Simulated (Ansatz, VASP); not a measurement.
Two plane-wave programs on Mg4H

```xyz
10
Lattice="6.4201 0.0000 0.0000 0.0000 5.1379 0.0000 0.0000 0.0000 21.6645" Properties=species:S:1:pos:R:3 pbc="T T T"
Mg    0.0000    3.8534    4.0000
Mg    3.2101    3.8534    4.0000
Mg    1.6050    1.2845    4.9267
Mg    4.8151    1.2845    4.9267
Mg    1.6050    3.8534    6.8746
Mg    4.8151    3.8534    6.8746
Mg    0.0000    1.2845    7.6645
Mg    3.2101    1.2845    7.6645
H     4.2246    0.4282    9.3945
H     5.4056    0.4282    9.3945
```

Alike in both runs: task single point; functional PBE; k mesh 4 × 5 × 1; occupations gaussian, width 0.1 eV; no spin polarisation.

```csv
,VASP,Ansatz
version,VASP 6.6.1,Ansatz 0.2.0
potentials or method,"VASP PAW PBE potentials, release 64 (Mg, H), cutoff 520 eV","scalar-relativistic, plane waves, PAW"
valence electrons in the cell,18,82
```

VASP gave:

- gap on the k mesh at the Fermi level (eV): none
- rms of the force components (eV/Å): 0.550
- work function, face that differs most (eV): 3.59

**Question.** Estimate Ansatz's values.

**Answer.** gap on the k mesh at the Fermi level (eV): none; rms of the force components (eV/Å): 0.550; work function, face that differs most (eV): 3.58.

Atom by atom the forces differ by 0.003 eV/Å (rms over components). A gap of «none» marks a metal or a gap that the smearing closes. The functional is the same, so the differences come from potentials, cutoffs and numerics. VASP's potentials hold 18 valence electrons a cell and Ansatz's 82, so a difference there can come from the potentials and not from the codes.
